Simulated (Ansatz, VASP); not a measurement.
**One calculation of Sn, two programs**

File INCAR:

```
SYSTEM = Sn
PREC = Accurate ; ENCUT = 520
EDIFF = 1E-6 ; ISMEAR = -1
SIGMA = 0.05 ; LREAL = .False.
LASPH = .True. ; NELM = 80
ALGO = Normal ; ISIF = 2
LWAVE = .False. ; LCHARG = .False.
GGA = B5 ; ALDAX = 1.0
AGGAX = 1.0 ; AGGAC = 1.0
ALDAC = 0.0 ; NBANDS = 21
```

KPOINTS

```
regular mesh
0
Gamma
  7 7 7
  0 0 0
```

File POSCAR:

```
Sn
1.0
    0.0000000000      3.2758916636      3.2758916636
    3.2758916636      0.0000000000      3.2758916636
    3.2758916636      3.2758916636      0.0000000000
Sn
2
Direct
    0.7500000000      0.7500000000      0.7500000000
    0.5000000000      0.5000000000      0.5000000000
```

The input input.yaml:

```yaml
crystal:
  lattice:
    - [0.0, 3.2758916636, 3.2758916636]
    - [3.2758916636, 0.0, 3.2758916636]
    - [3.2758916636, 3.2758916636, 0.0]
  atoms:
    - { symbol: Sn, position: [0.75, 0.75, 0.75] }
    - { symbol: Sn, position: [0.5, 0.5, 0.5] }
hamiltonian:
  xc: blyp
  pseudopotentials: { kind: paw }
kpoints:
  mp_grid: { grid: [7, 7, 7] }
scf:
  occupations: { method: fermi_dirac, width: 0.05 }
output:
  forces: true
  stress: true
  eigenvalues: true
```

Alike in both runs: task single point; functional BLYP; k mesh 7 × 7 × 7; occupations fermi-dirac, width 0.05 eV; no spin polarisation.

|  | VASP | Ansatz |
| --- | --- | --- |
| version | VASP 6.6.1 | Ansatz 0.2.0 |
| potentials or method | VASP PAW PBE potentials, release 64 (Sn_d) | Ansatz PAW |
| plane-wave cutoff (eV) | 520 | 420 |
| valence electrons in the cell | 28 | 28 |

```tsv
	VASP	Ansatz	Ansatz less VASP
gap on the k mesh at the Fermi level (eV)	none	none	-
pressure (GPa)	4.4	4.4	+0.01
```

VASP's potentials were made for PBE, not for BLYP. A gap of «none» marks a metal or a gap that the smearing closes. The functional is the same, so the differences come from potentials, cutoffs and numerics.
